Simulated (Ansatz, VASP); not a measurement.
## Two plane-wave programs on CdTe

POSCAR

```
CdTe
1.0
    0.0000000000      3.2471555650      3.2471555650
    3.2471555650      0.0000000000      3.2471555650
    3.2471555650      3.2471555650      0.0000000000
Cd Te
1 1
Direct
    0.0000000000      0.0000000000      0.0000000000
    0.2500000000      0.2500000000      0.2500000000
```

The input INCAR.step1:

```
  PREC = Accurate
  ENCUT = 520
  EDIFF = 1E-5
  ISMEAR = 0
  SIGMA = 0.01
  LREAL = F
  LASPH = T
  NELM = 60
  ALGO = Normal
  ISIF = 2
  LWAVE = T
  LCHARG = F
  NBANDS = 16
  GGA = PE
```

File INCAR.step2:

```
  PREC = Accurate
  ENCUT = 520
  EDIFF = 1E-6
  ISMEAR = 0
  SIGMA = 0.01
  LREAL = F
  LASPH = T
  NELM = 60
  ALGO = Normal
  ISIF = 2
  LWAVE = F
  LCHARG = F
  GGA = PE
  LHFCALC = T
  HFSCREEN = 0.2079
  PRECFOCK = Normal
  NBANDS = 16
  ISTART = 1
```

File KPOINTS:

```
regular mesh
0
Gamma
  4 4 4
```

Input for Ansatz:

```yaml
crystal:
  lattice:
    - [0.0, 3.247155565, 3.247155565]
    - [3.247155565, 0.0, 3.247155565]
    - [3.247155565, 3.247155565, 0.0]
  atoms:
    - { symbol: Cd, position: [0.0, 0.0, 0.0] }
    - { symbol: Te, position: [0.25, 0.25, 0.25] }
kpoints:
  mp_grid: { grid: [4, 4, 4] }
  band_path:
    path:
      - [0.0, 0.0, 0.0]
      - [-0.5, -0.5, 0.0]
      - [-0.375, -0.375, 0.25]
      - [-0.375, 0.0, 0.375]
      - [0.0, 0.0, 0.5]
      - [-0.5, -0.25, 0.25]
    npoints: 1
hamiltonian:
  xc: hse06
scf:
  occupations: { method: fixed }
  n_extra_bands: 4
output:
  forces: true
  stress: true
  eigenvalues: true
```

Change from the starting cell: hydrostatic strain -1.0%.

Alike in both runs: task single point; functional HSE06; k mesh 4 × 4 × 4; no spin polarisation.

|  | VASP | Ansatz |
| --- | --- | --- |
| version | VASP 6.6.1 | Ansatz 0.2.0 |
| potentials or method | VASP PAW PBE potentials, release 64 (Cd, Te) | plane waves, PAW |
| plane-wave cutoff (eV) | 520 | 420 |
| occupations | gaussian, width 0.01 eV | fixed |
| valence electrons in the cell | 18 | 36 |

Ansatz gave:

| Property | Result |
| --- | --- |
| gap on the k mesh at the Fermi level (eV) | 1.63 |
| pressure (GPa) | 1.6 |

Which values does VASP return?

gap on the k mesh at the Fermi level (eV): 1.54; pressure (GPa): 1.5.

VASP's potentials hold 18 valence electrons a cell and Ansatz's 36, so a difference there can come from the potentials and not from the codes. Ansatz's warnings: stress exchange threshold loose, stress scf threshold loose.

Spin-orbit coupling is off throughout.
